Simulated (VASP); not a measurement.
# LiAl16 in VASP: notebook

Runs on LiAl16. Level: PBE. Tasks: single point.

Program: VASP 6.6.1. These are calculated values, not measurements. Logs are shortened: lines on timing, memory, paths and dates and some standing lists are left out, and cuts for length are marked.

**1. The cell of the first run**

The cell holds a slab with vacuum, 17 atoms: a = 8.100 Å, b = 5.728 Å, c = 16.296 Å, α = 90.00°, β = 90.00°, γ = 90.00°.

**2. Single point, PBE**

INCAR reads:

```
ALGO     = Normal         # electronic algorithm
EDIFF    = 1E-6           # SCF threshold, eV
ENCUT    = 520            # plane-wave cutoff, eV
GGA      = PE             # functional
ISIF     = 2              # what is computed and relaxed
ISMEAR   = 0              # smearing method
LASPH    = T              # aspherical terms in the spheres
LCHARG   = T              # write CHGCAR
LELF     = T              # ELF
LREAL    = Auto         
LVHAR    = T            
LWAVE    = F              # write WAVECAR
NBANDS   = 40             # bands
NELM     = 60             # most SCF steps
PREC     = Accurate       # precision mode
SIGMA    = 0.05           # smearing width, eV
```

KPOINTS reads:

```
k-points
0
Gamma
  3 4 1
```

POSCAR reads:

```
LiAl16
1.0
    8.1000000000      0.0000000000      0.0000000000
    0.0000000000      5.7275650000      0.0000000000
    0.0000000000      0.0000000000     16.2956740000
Al Li
16 1
Direct
    0.2500000000      0.2499999564      0.0613659797
    0.7500000000      0.2499999564      0.0613659797
    0.2500000000      0.7500000436      0.0613659797
    0.7500000000      0.7500000436      0.0613659797
    0.0027914815      0.0005372266      0.1433435647
    0.5019355556      0.0005859384      0.1432553204
    0.0027918519      0.4994633845      0.1433433806
    0.5019350617      0.4994144981      0.1432554431
    0.2572265432      0.2499992580      0.2353867658
    0.7566195062      0.2500008293      0.2387651471
    0.2570879012      0.7500002182      0.2331424892
    0.7566607407      0.7500002182      0.2383726503
    0.0112253086      0.0023650539      0.3196986513
    0.5063303704      0.0027317019      0.3199803212
    0.0112262963      0.4976357318      0.3196986513
    0.5063293827      0.4972689092      0.3199806894
    0.2586624691      0.7500065036      0.4060371483
```

Potentials or basis: VASP PAW PBE potentials, release 64 (Al, Li_sv).

On the command line:

```console
> cat potpaw_PBE.64/Al/POTCAR potpaw_PBE.64/Li_sv/POTCAR > POTCAR
> mpirun -np 1 vasp_std > vasp.out
```

OUTCAR:

```text
EDIFF = 1E-6
   ENCUT = 520
   GGA = PE
   ISIF = 2
   ISMEAR = 0
   LASPH = T
   LREAL = Auto
   NELM = 60
   PREC = Accurate

 ion  position               nearest neighbor table
   1  0.250  0.250  0.061-   7 2.80   5 2.80   8 2.83   6 2.83   9 2.84   3 2.86   3 2.86
   2  0.750  0.250  0.061-   6 2.80   8 2.80   5 2.83   7 2.83   4 2.86   4 2.86  10 2.89
   3  0.250  0.750  0.061-  11 2.80   7 2.80   5 2.80   8 2.83   6 2.83   1 2.86   1 2.86
   4  0.750  0.750  0.061-   6 2.81   8 2.81   7 2.83   5 2.83   2 2.86   2 2.86  12 2.88
   5  0.003  0.001  0.143-   1 2.80   3 2.80   2 2.83   4 2.83   7 2.86   7 2.87  13 2.87  12 2.90
                            10 2.90  11 2.91   9 2.92
   6  0.502  0.001  0.143-   2 2.80   4 2.81   1 2.83   3 2.83  11 2.85   8 2.86   9 2.87   8 2.87
                            14 2.88  10 2.95  12 2.95
   7  0.003  0.499  0.143-   1 2.80   3 2.80   2 2.83   4 2.83   5 2.86   5 2.87  15 2.87  12 2.90
                            10 2.90  11 2.91   9 2.92
   8  0.502  0.499  0.143-   2 2.80   4 2.81   1 2.83   3 2.83  11 2.85   6 2.86   9 2.87   6 2.87
                            16 2.88  10 2.95  12 2.95
   9  0.257  0.250  0.235-  13 2.81  15 2.81  14 2.82  16 2.82   1 2.84  11 2.86  11 2.86   6 2.87
                             8 2.87   5 2.92   7 2.92
  10  0.757  0.250  0.239-  14 2.80  16 2.80  13 2.83  15 2.83  12 2.86  12 2.86   2 2.89   5 2.90
                             7 2.90   8 2.95   6 2.95
  11  0.257  0.750  0.233-   3 2.80  17 2.82  15 2.84  13 2.84   8 2.85   6 2.85  16 2.86  14 2.86
                             9 2.86   9 2.86   7 2.91   5 2.91
  12  0.757  0.750  0.238-  14 2.82  16 2.82  13 2.85  15 2.85  10 2.86  10 2.86   4 2.88   5 2.90
                             7 2.90   6 2.95   8 2.95
  13  0.011  0.002  0.320-   9 2.81  10 2.83  11 2.84  15 2.84  17 2.84  12 2.85   5 2.87  15 2.89

  14  0.506  0.003  0.320-  10 2.80  12 2.82   9 2.82  16 2.83  17 2.84  11 2.86   6 2.88  16 2.90

  15  0.011  0.498  0.320-   9 2.81  10 2.83  11 2.84  13 2.84  17 2.84  12 2.85   7 2.87  13 2.89

  16  0.506  0.497  0.320-  10 2.80  12 2.82   9 2.82  14 2.83  17 2.84  11 2.86   8 2.88  14 2.90

  17  0.259  0.750  0.406-  11 2.82  13 2.84  15 2.84  14 2.84  16 2.84

  LATTYP: Found a simple orthorhombic cell.
 ALAT       =     5.7275650000
 B/A-ratio  =     1.4142135445
 C/A-ratio  =     2.8451312207

  Lattice vectors:

 A1 = (   0.0000000000,  -5.7275650000,   0.0000000000)
 A2 = (   8.1000000000,   0.0000000000,   0.0000000000)
 A3 = (   0.0000000000,   0.0000000000,  16.2956740000)

Analysis of symmetry for initial positions (statically):
=====================================================================
 Subroutine PRICEL returns:
 Original cell was already a primitive cell.

 Routine SETGRP: Setting up the symmetry group for a
 simple orthorhombic supercell.

 Subroutine GETGRP returns: Found  1 space group operations
 (whereof  1 operations were pure point group operations)
 out of a pool of  8 trial point group operations.

The static configuration has the point symmetry C_1 .

Analysis of symmetry for dynamics (positions and initial velocities):
=====================================================================
 Subroutine PRICEL returns:
 Original cell was already a primitive cell.

 Routine SETGRP: Setting up the symmetry group for a
 simple orthorhombic supercell.

 Subroutine GETGRP returns: Found  1 space group operations
 (whereof  1 operations were pure point group operations)
 out of a pool of  8 trial point group operations.

The dynamic configuration has the point symmetry C_1 .

 Subroutine INISYM returns: Found  1 space group operations
 (whereof  1 operations are pure point group operations),
 and found     1 'primitive' translations

----------------------------------------------------------------------------------------

                                     Primitive cell

  volume of cell :     756.0097

  direct lattice vectors                    reciprocal lattice vectors
     8.100000000  0.000000000  0.000000000     0.123456790  0.000000000  0.000000000
     0.000000000  5.727565000  0.000000000     0.000000000  0.174594265  0.000000000
     0.000000000  0.000000000 16.295674000     0.000000000  0.000000000  0.061365980

  length of vectors
     8.100000000  5.727565000 16.295674000     0.123456790  0.174594265  0.061365980

  position of ions in fractional coordinates (direct lattice)
     0.250000000  0.249999956  0.061365980
     0.750000000  0.249999956  0.061365980
     0.250000000  0.750000044  0.061365980
     0.750000000  0.750000044  0.061365980
     0.002791481  0.000537227  0.143343565
     0.501935556  0.000585938  0.143255320
[... 9 lines left out ...]
     0.506329383  0.497268909  0.319980689
     0.258662469  0.750006504  0.406037148

  ion indices of the primitive-cell ions
   primitive index   ion index
                 1           1
                 2           2
                 3           3
                 4           4
                 5           5
                 6           6
[... 9 lines left out ...]
                16          16
                17          17

----------------------------------------------------------------------------------------

 KPOINTS: k-points

Automatic generation of k-mesh.
 Grid dimensions read from file:
 generate k-points for:    3    4    1

 Generating k-lattice:

  Cartesian coordinates                     Fractional coordinates (reciprocal lattice)
     0.041152263  0.000000000  0.000000000     0.333333333  0.000000000  0.000000000
     0.000000000  0.043648566  0.000000000     0.000000000  0.250000000  0.000000000
     0.000000000  0.000000000  0.061365980     0.000000000  0.000000000  1.000000000

  Length of vectors
     0.041152263  0.043648566  0.061365980

  Shift w.r.t. Gamma in fractional coordinates (k-lattice)
     0.000000000  0.000000000  0.000000000

 Subroutine IBZKPT returns following result:
 ===========================================

 Found      7 irreducible k-points:

 Following reciprocal coordinates:
            Coordinates               Weight
  0.000000  0.000000  0.000000      1.000000
  0.333333  0.000000  0.000000      2.000000
  0.000000  0.250000  0.000000      2.000000
  0.333333  0.250000  0.000000      2.000000
 -0.333333  0.250000  0.000000      2.000000
  0.000000  0.500000  0.000000      1.000000
  0.333333  0.500000  0.000000      2.000000
   k-points           NKPTS =      7   k-points in BZ     NKDIM =      7   number of bands    NBANDS=     40
   number of dos      NEDOS =    301   number of ions     NIONS =     17
   total plane-waves  NPLWV = 362880
   dimension x,y,z NGX =    60 NGY =   48 NGZ =  126
   dimension x,y,z NGXF=   120 NGYF=   96 NGZF=  252
   ions per type =              16   1
   NGX,Y,Z   is equivalent  to a cutoff of  12.31, 13.93, 12.85 a.u.
   NGXF,Y,Z  is equivalent  to a cutoff of  24.63, 27.86, 25.71 a.u.
 SYSTEM =  unknown system
   PREC   = accura    normal or accurate (medium, high low for compatibility)
   ISTART =      0    job   : 0-new  1-cont  2-samecut
   ICHARG =      2    charge: 1-file 2-atom 10-const
   ISPIN  =      1    spin polarized calculation?
   LNONCOLLINEAR =      F non collinear calculations
   LSORBIT =      F    spin-orbit coupling
   LASPH  =      T    aspherical Exc in radial PAW
   ENCUT  =  520.0 eV  38.22 Ry    6.18 a.u.  15.06 10.65 30.30*2*pi/ulx,y,z
   NELM   =     60;   NELMIN=  2; NELMDL= -5     # of ELM steps
   EDIFF  = 0.1E-05   stopping-criterion for ELM
   LREAL  =      T    real-space projection
   EDIFFG = 0.1E-04   stopping-criterion for IOM
   NSW    =      0    number of steps for IOM
   IBRION =     -1    ionic relax: 0-MD 1-quasi-New 2-CG
   NFREE  =      0    steps in history (QN), initial steepest desc. (CG)
   ISIF   =      2    stress and relaxation
   ISYM   =      2    0-nonsym 1-usesym 2-fastsym
   POTIM  = 0.5000    time-step for ionic-motion
   TEBEG  =    0.0;   TEEND  =   0.0 temperature during run
   PSTRESS=    0.0 pullay stress
   NELECT =      51.0000    total number of electrons
   NUPDOWN=      -1.0000    fix difference up-down
   EMIN   =  10.00;   EMAX   =-10.00  energy-range for DOS
   EFERMI =   0.00;   METHOD = LEGACY
   ISMEAR =     0;   SIGMA  =   0.05  broadening in eV -4-tet -1-fermi 0-gaus
   EFERMI_NEDOS =   21; number of points for ismear=-14 and -15
   IALGO  =     38    algorithm
   IMIX   =      4    mixing-type and parameters
     AMIX     =   0.40;   BMIX     =  1.00
     AMIX_MAG =   1.60;   BMIX_MAG =  1.00
  volume/ion in A,a.u.               =      44.47       300.11
  Fermi-wavevector in a.u.,A,eV,Ry     =   0.666432  1.259374  6.042775  0.444131
  Thomas-Fermi vector in A             =   1.740731
   LORBIT       =      0    0 simple, 1 ext, 2 COOP (PROOUT), +10 PAW based schemes
   GGA     = PE    functional components
   LHFCALC =     F    Hartree Fock is set to
   AEXX    =    0.0000 exact exchange contribution
   IVDW    =     0    specifies the selected vdW correction
   LEPSILON=     F    determine dielectric tensor
   LRPA    =     F    only Hartree local field effects (RPA)
 non-spin polarized calculation
 Gauss-broadening in eV      SIGMA  =   0.05
  energy-cutoff  :      520.00
  volume of cell :      756.01
 maximum number of plane-waves:     20387
   NGX = 31   NGY = 21   NGZ = 61

 number of electron      50.9999995 magnetization

 Free energy of the ion-electron system (eV)
  ---------------------------------------------------
  ext. energy  EPLUGINS =         0.00000000
  ---------------------------------------------------
  free energy    TOTEN  =       -56.83458605 eV

  energy without entropy =      -56.82162955  energy(sigma->0) =      -56.82810780

 E-fermi :   0.5411     XC(G=0):  -4.9401

 val. band max:        0.5338758213   @ k =   0.3333   0.0000   0.0000
 cond. band min:       0.5498464770   @ k =   0.0000   0.2500   0.0000
 fundamental gap:      0.0159706557
 Fermi energy:         0.5411253632

 k-point     1 :       0.0000    0.0000    0.0000
  band No.  band energies     occupation
      1     -46.7507      2.00000
      2      -9.7006      2.00000
      3      -7.5032      2.00000
      4      -7.4779      2.00000
      5      -7.3278      2.00000
      6      -5.2951      2.00000
[... 269 lines left out ...]
     36       3.2083      0.00000
     37       3.2413      0.00000
 [bands above 37 left out]

------------------------ aborting loop because EDIFF is reached ----------------------------------------

  FORCE on cell =-STRESS in cart. coord.  units (eV):
  Direction    XX          YY          ZZ          XY          YZ          ZX
  --------------------------------------------------------------------------------------
  -------------------------------------------------------------------------------------
  Total       -7.9998810     -9.0700387     -0.0875967      0.0001934     -0.0000938     -0.1181662
  in kB      -16.9537876    -19.2217246     -0.1856398      0.0004100     -0.0001987     -0.2504242
  external PRESSURE =     -12.1203840 kB  Pullay stress =       0.0000000 kB

 VOLUME and BASIS-vectors are now :
 -----------------------------------------------------------------------------
  energy-cutoff  :      520.00
  volume of cell :      756.01
      direct lattice vectors                 reciprocal lattice vectors
     8.100000000  0.000000000  0.000000000     0.123456790  0.000000000  0.000000000
     0.000000000  5.727565000  0.000000000     0.000000000  0.174594265  0.000000000
     0.000000000  0.000000000 16.295674000     0.000000000  0.000000000  0.061365980

 POSITION                                       TOTAL-FORCE (eV/Angst)
 -----------------------------------------------------------------------------------
      2.02500      1.43189      1.00000         0.010212     -0.000013     -0.060149
      6.07500      1.43189      1.00000         0.007114     -0.000007      0.087463
      2.02500      4.29567      1.00000         0.006201     -0.000011     -0.104191
      6.07500      4.29567      1.00000         0.017360     -0.000014      0.067452
      0.02261      0.00308      2.33588        -0.006387     -0.004814      0.008334
      4.06568      0.00336      2.33444        -0.004547     -0.003386      0.000141
[... 9 lines left out ...]
      4.10127      2.84814      5.21430        -0.001533     -0.004093     -0.003465
      2.09517      4.29571      6.61665        -0.007142     -0.000008     -0.007548
 -----------------------------------------------------------------------------------
    total drift:                               -0.010206      0.000229      0.011749

  FREE ENERGIE OF THE ION-ELECTRON SYSTEM (eV)
  ---------------------------------------------------
  free  energy   TOTEN  =       -56.8345860468 eV

  energy  without entropy=      -56.8216295516  energy(sigma->0) =      -56.82810780
```

It took 12 min on 1 thread of Intel Xeon 8259CL, shared host; peak memory 0.74 GiB.

Results:

```yaml
Free_energy: -56.8346 eV
Largest_force: 0.104 eV/Å
Band_gap_on_the_k_mesh: zero (an odd number of electrons rules out a gap without spin polarisation)
```

Forces on the atoms (eV/Å):
```
Al   0.010  0.000 -0.060
Al   0.007  0.000  0.087
Al   0.006  0.000 -0.104
Al   0.017  0.000  0.067
Al  -0.006 -0.005  0.008
Al  -0.005 -0.003  0.000
Al  -0.006  0.005  0.008
Al  -0.005  0.003  0.000
Al  -0.011  0.000  0.004
Al   0.005  0.000  0.011
Al  -0.011  0.000 -0.004
Al   0.010  0.000 -0.004
Al  -0.001  0.008  0.000
Al  -0.002  0.004 -0.003
Al  -0.001 -0.008  0.000
Al  -0.002 -0.004 -0.003
Li  -0.007  0.000 -0.008
```

Levels at points of the mesh, in eV from the Fermi level:
| k point | band 21 | band 22 | band 23 | band 24 | band 25 | band 26 | band 27 | band 28 | band 29 | band 30 |
| --- | --- | --- | --- | --- | --- | --- | --- | --- | --- | --- |
| (0.00, 0.00, 0.00) | -1.73 | -1.57 | -0.94 | -0.88 | -0.62 | -0.40 | -0.16 | 0.07 | 0.95 | 1.01 |
| (0.00, 0.50, 0.00) | -1.10 | -0.90 | -0.85 | -0.14 | -0.11 | 0.53 | 0.56 | 1.07 | 1.13 | 1.47 |

Caveat: the cutoff is under 1.25 times the usual one of these potentials, so pressure, stress and relaxed cells hold a basis-set (Pulay) error.

[end of part 1 of 2]
